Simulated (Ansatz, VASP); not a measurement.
Two plane-wave programs on InAs

```
In As
1.0
     0.00000    3.04389    3.04389
     3.04389    0.00000    3.04389
     3.04389    3.04389    0.00000
In As
1 1
Cartesian
  0.0000 0.0000 0.0000
  1.5219 1.5219 1.5219
```

Alike in both runs: task single point; functional HF; k mesh 4 × 4 × 4; occupations gaussian, width 0.1 eV; no spin polarisation.

|  | VASP | Ansatz |
| --- | --- | --- |
| version | VASP 6.6.1 | Ansatz 0.2.0 |
| potentials or method | VASP PAW PBE potentials, release 64 (In_d, As), cutoff 520 eV | scalar-relativistic, plane waves, PAW |
| valence electrons in the cell | 18 | 28 |

|  | VASP | Ansatz | Ansatz less VASP |
| --- | --- | --- | --- |
| gap on the k mesh at the Fermi level (eV) | 6.24 | 6.13 | -0.114 |
| least direct gap on the mesh (eV) | 6.24 | 6.13 | -0.114 |

VASP's potentials were made for PBE, not for HF. VASP's potentials hold 18 valence electrons a cell and Ansatz's 28, so a difference there can come from the potentials and not from the codes.

The k mesh is coarse, so the values compare programs but aren't converged.
